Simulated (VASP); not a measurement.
Here is a VASP 6.6.1 calculation.

File INCAR:

```
PREC = Accurate
ENCUT = 520
EDIFF = 1E-7
ISMEAR = 0
SIGMA = 0.1
LREAL = F
LASPH = T
NELM = 60
ALGO = Normal
ISIF = 2
LWAVE = F
LCHARG = F
GGA = PE
NBANDS = 28
```

The input KPOINTS:

```
Automatic mesh
0
Gamma
  6 6 4
```

The input POSCAR:

```
Ge
1.0
    5.2472814487     -0.0000000035      0.0000000000
   -2.6236407213      4.5442790371      0.0000000000
    0.0000000000      0.0000000000      2.5117209093
Ge
3
Direct
    0.6666657992      0.6666693526      0.5000000000
    0.3333306474      0.9999964366      0.5000000000
    0.0000035634      0.3333342008      0.5000000000
```

Potentials or basis: VASP PAW PBE potentials, release 64 (Ge_d).

The run is started by

```bash
$ cat potpaw_PBE.64/Ge_d/POTCAR > POTCAR
$ mpirun -np 1 vasp_std > vasp.out
```

Question: Estimate the band gap on the k mesh.

Answer: Zero (band 21 reaches 7.25 eV, above the bottom of band 22 at 2.56 eV).

Question: Estimate the pressure.

Answer: -0.1 GPa.

Stress tensor (GPa, compression positive):
```
 0.04  0.00  0.00
 0.00  0.04  0.00
 0.00  0.00 -0.27
```

Caveat: the k points lie up to 0.63 Å⁻¹ apart.
